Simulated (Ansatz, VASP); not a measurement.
**One calculation of Al12H, two programs**

```xyz
13
Lattice="5.7143 0.0000 0.0000 -2.8572 4.9487 0.0000 0.0000 0.0000 21.6016" Properties=species:S:1:pos:R:3 pbc="T T T"
Al    1.4286    0.8248    4.0000
Al    0.0000    3.2992    4.0000
Al    4.2857    0.8248    4.0000
Al    2.8572    3.2992    4.0000
Al    0.0000    1.6496    6.3009
Al   -1.4286    4.1239    6.3009
Al    2.8572    1.6496    6.3009
Al    1.4286    4.1239    6.3009
Al    0.0000    0.0000    8.6016
Al   -1.4286    2.4744    8.6016
Al    2.8572    0.0000    8.6016
Al    1.4286    2.4744    8.6016
H     1.4286   -0.8248    9.7816
```

Alike in both runs: task single point; functional PBE; k mesh 6 × 6 × 1; occupations gaussian, width 0.1 eV; collinear spin.

|  | VASP | Ansatz |
| --- | --- | --- |
| version | VASP 6.6.1 | Ansatz 0.2.0 |
| potentials or method | VASP PAW PBE potentials, release 64 (Al, H), cutoff 520 eV | scalar-relativistic, plane waves, PAW |
| valence electrons in the cell | 37 | 37 |

|  | VASP | Ansatz | Ansatz less VASP |
| --- | --- | --- | --- |
| gap on the k mesh at the Fermi level (eV) | none | none | - |
| rms of the force components (eV/Å) | 0.120 | 0.120 | -0.0001 |
| net moment per atom (μB) | 0.00 | 0.00 | 0.000 |

Atom by atom the forces differ by 0.001 eV/Å (rms over components). A gap of «none» marks a metal or a gap that the smearing closes. Ansatz's warnings: seeded moment not kept.
